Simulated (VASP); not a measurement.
Wanted: the native input for a VASP 6.6.1 run.

| Property | Result |
| --- | --- |
| Task | single point |
| Functional | r2SCAN |
| Potentials or basis | VASP PAW PBE potentials, release 64 (Si, Ag, K_sv) |
| Cutoff | 520 eV |
| k mesh | 8 × 8 × 8 |
| Occupations | fermi-dirac, width 0.1 eV |
| Spin | no spin polarisation |
| Dipole correction | no |
| Further INCAR settings | ALGO = Normal; EDIFF = 1e-07; NBANDS = 28 |

Crystal: KSi2Ag2.

```
Si Ag K
1.0
     0.00000    4.42166    0.00000
     4.42166    0.00000    0.00000
     2.21083    2.21083   -5.28983
Si Ag K
2 2 1
Direct
  0.38900 0.38900 0.22200
  0.61100 0.61100 0.77800
  0.75000 0.25000 0.50000
  0.25000 0.75000 0.50000
  0.00000 0.00000 0.00000
```

These files were run (other wordings do the same):

POSCAR

```
KSi2Ag2
1.0
    0.0000000000      4.4216550000      0.0000000000
    4.4216550000      0.0000000000      0.0000000000
    2.2108270000      2.2108270000     -5.2898330000
Si Ag K
2 2 1
Direct
    0.3890000000      0.3890000000      0.2220000000
    0.6110000000      0.6110000000      0.7780000000
    0.7500000000      0.2500000000      0.5000000000
    0.2500000000      0.7500000000      0.5000000000
    0.0000000000      0.0000000000      0.0000000000
```

INCAR.step1

```
PREC = Accurate
ENCUT = 520
ISMEAR = -1
SIGMA = 0.1
LREAL = F
LASPH = T
NELM = 100
NBANDS = 28
GGA = PE
ALGO = Normal
EDIFF = 1E-4
LWAVE = T
LCHARG = F
```

INCAR.step2

```
PREC = Accurate
ENCUT = 520
EDIFF = 1E-7
ISMEAR = -1
SIGMA = 0.1
LREAL = F
LASPH = T
NELM = 100
ALGO = Normal
ISIF = 2
LWAVE = F
LCHARG = F
METAGGA = R2SCAN
LMIXTAU = T
NBANDS = 28
ISTART = 1
```

KPOINTS

```
Automatic mesh
0
Gamma
  8 8 8
```

Potentials or basis: VASP PAW PBE potentials, release 64 (Si, Ag, K_sv).

Launch:

```sh
$ cat potpaw_PBE.64/Si/POTCAR potpaw_PBE.64/Ag/POTCAR potpaw_PBE.64/K_sv/POTCAR > POTCAR
$ cp INCAR.step1 INCAR
$ mpirun -np 1 vasp_std > vasp.out
$ cp INCAR.step2 INCAR
$ mpirun -np 1 vasp_std > vasp.out
```

It gave:

```json
{
 "Pressure": "-0.5 GPa",
 "Largest force": "0.126 eV/Å",
 "Band gap on the k mesh": "zero (an odd number of electrons rules out a gap without spin polarisation)"
}
```

Caveat: the PAW data sets were made with another functional, which shifts forces and pressure a little.

Run time: 14 min on 1 thread of AMD EPYC 7R43 64-Core Processor (Zen 3) (shared host), peak memory 0.32 GiB.
